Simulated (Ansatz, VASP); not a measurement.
**Na2Cl in VASP and in Ansatz**

```xyz
3
Lattice="1.8785 1.0845 6.4935 -1.8785 1.0845 6.4935 0.0000 -2.1691 6.4935" Properties=species:S:1:pos:R:3 pbc="T T T"
Na    0.0000    0.0000   14.6643
Na    0.0000    0.0000    4.8160
Cl    0.0000    0.0000    0.0000
```

Alike in both runs: functional LDA; k mesh 9 × 9 × 9; no spin polarisation.

Ansatz relaxed the structure, and its values are those at the end. VASP's run is a single point on that final structure, the one shown.

|  | VASP | Ansatz |
| --- | --- | --- |
| version | VASP 6.6.1 | Ansatz 0.2.0 |
| potentials or method | VASP PAW LDA potentials, release 64 (Na_pv, Cl), cutoff 520 eV | plane waves, PAW |
| occupations | gaussian, width 0.1 eV | gaussian |
| valence electrons in the cell | 21 | 25 |

```tsv
	VASP	Ansatz	Ansatz less VASP
pressure (GPa)	0.0	0.0	+0.02
```

LDA's correlation is that of Perdew and Zunger in VASP and of Perdew and Wang (1992) in Ansatz. VASP's potentials hold 21 valence electrons a cell and Ansatz's 25, so a difference there can come from the potentials and not from the codes.
